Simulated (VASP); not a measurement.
HfBi3O, 5 atoms in the cell. The structure is hexagonal, space group P6/mmm (No. 191). Conventional cell: a = 6.627 Å, b = 6.627 Å, c = 3.861 Å, α = 90.00°, β = 90.00°, γ = 120.00°. Hf (site symmetry 6/mmm) has 2 O at 1.93 Å within 2.6 Å. Within 4.4 Å of Bi (site symmetry mmm) lie 6 Bi at 3.31 to 3.86 Å and 2 Hf at 3.31 Å and 4 O at 3.84 Å. Within 2.6 Å of O (site symmetry 6/mmm) lie 2 Hf at 1.93 Å. The cell was generated, and may not be a known phase.

```yaml
Program: VASP 6.6.1
Task: single point
Functional: PBE
Potentials_or_basis: VASP PAW PBE potentials, release 64 (Hf_pv, Bi_d, O)
Cutoff: 520 eV
k_mesh: 6 × 6 × 10
Occupations: gaussian, width 0.1 eV
Spin: no spin polarisation
Dipole_correction: no
Further_INCAR_settings: ALGO = Normal; EDIFF = 1e-07; NBANDS = 38
```

Potentials or basis: VASP PAW PBE potentials, release 64 (Hf_pv, Bi_d, O).

Command:

```console
$ cat potpaw_PBE.64/Hf_pv/POTCAR potpaw_PBE.64/Bi_d/POTCAR potpaw_PBE.64/O/POTCAR > POTCAR
$ mpirun -np 1 vasp_std > vasp.out
```

Hardware: 1 thread of Intel(R) Xeon(R) 6975P-C (Granite Rapids), on a shared host.

Q: How long does it take, and how much memory?

A: It took 2.1 min on 1 thread of Intel(R) Xeon(R) 6975P-C (Granite Rapids) (shared host), peak memory 0.38 GiB. Counts: scf iterations 15, k points 42.
